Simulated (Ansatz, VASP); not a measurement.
# One calculation of LiH, two programs

File INCAR:

```
PREC = Accurate ; ENCUT = 520
EDIFF = 1E-6 ; ISMEAR = -1
SIGMA = 0.03 ; LREAL = False
LASPH = True ; NELM = 60
ALGO = Normal ; ISIF = 2
LWAVE = False ; LCHARG = False
NBANDS = 9
```

Contents of KPOINTS:

```
Automatic mesh
0
Gamma
  11 11 11
```

POSCAR

```
LiH
1.0
    0.0000000000      2.0325000000      1.9918500000
    2.0325000000      0.0000000000      1.9918500000
    2.0325000000      2.0325000000      0.0000000000
Li H
1 1
Direct
    0.0000000000      0.0000000000      0.0000000000
    0.5000000000      0.5000000000      0.5000000000
```

Input for Ansatz:

```yaml
crystal:
  lattice:
    - [0.0, 2.0325, 1.99185]
    - [2.0325, 0.0, 1.99185]
    - [2.0325, 2.0325, 0.0]
  atoms:
    - { symbol: Li, position: [0.0, 0.0, 0.0] }
    - { symbol: H, position: [0.5, 0.5, 0.5] }
kpoints:
  mp_grid: { grid: [11, 11, 11] }
  band_path:
    path:
      - [0.0, 0.0, 0.0]
      - [0.0, 0.5, 0.5]
      - [0.25, 0.75, 0.5]
      - [0.0, 0.5, 0.0]
      - [0.0, 0.0, 0.0]
      - [0.5, 0.5, 0.0]
      - [0.3801541025, 0.6198458975, 0.0]
      - [-0.3801541025, 0.3801541025, 0.0]
      - [0.0, 0.0, 0.0]
    npoints: 5
scf:
  occupations: { method: fermi_dirac, width: 0.03 }
hamiltonian:
  xc: lda
  pseudopotentials: { kind: all_electron, lapw: { basis_error: 0.001 } }
output:
  forces: true
  stress: true
  eigenvalues: true
```

Change from the starting cell: zz strain of -2 %.

Alike in both runs: task single point; functional LDA; k mesh 11 × 11 × 11; occupations fermi-dirac, width 0.03 eV; no spin polarisation.

```csv
,VASP,Ansatz
version,VASP 6.6.1,Ansatz 0.2.0
potentials or method,"VASP PAW LDA potentials, release 64 (Li_sv, H), cutoff 520 eV","all-electron LAPW, scalar-relativistic"
```

VASP gave:

- gap on the k mesh at the Fermi level (eV): 2.64

Q: Estimate Ansatz's values.

A: gap on the k mesh at the Fermi level (eV): 2.65.

LDA's correlation is that of Perdew and Zunger in VASP and of Perdew and Wang (1992) in Ansatz. Ansatz ran all-electron here, and VASP with PAW potentials.

Noted on VASP's run: the cutoff is short for stress, so the pressure is rough.
